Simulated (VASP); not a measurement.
Eu:

```
Eu
1.0
     3.89294    0.00000    0.00000
    -1.94647    3.37138    0.00000
     0.00000    0.00000   12.65916
Eu
4
Direct
  0.00000 0.00000 0.00000
  0.00000 0.00000 0.50000
  0.33333 0.66667 0.25000
  0.66667 0.33333 0.75000
```

This isn't the form of Eu at room conditions, which is bcc.

Base run:

| Item | Value |
| --- | --- |
| Program | VASP 6.6.1 |
| Functional | PBE |
| Potentials or basis | VASP PAW PBE potentials, release 64 (Eu) |
| Cutoff | 600 eV |
| k mesh | 12 × 12 × 4 |
| Occupations | gaussian, width 0.05 eV |
| Spin | collinear spin, antiferromagnetic start |
| Starting moments | [7.0, 7.0, -7.0, -7.0] μB |

Its results: pressure 0.1 GPa; net moment 0.27 μB per cell; site moments Eu +6.68, -6.65 (each value once) μB.

**Question.** The run is repeated on the same cell with these changes: moments at the start from [7.0, 7.0, -7.0, -7.0] to [7.0, -7.0, 7.0, -7.0]. What comes out?

**Answer.** Pressure -0.1 GPa; net moment 0.00 μB per cell; site moments Eu +6.72, -6.72 (each value once) μB.
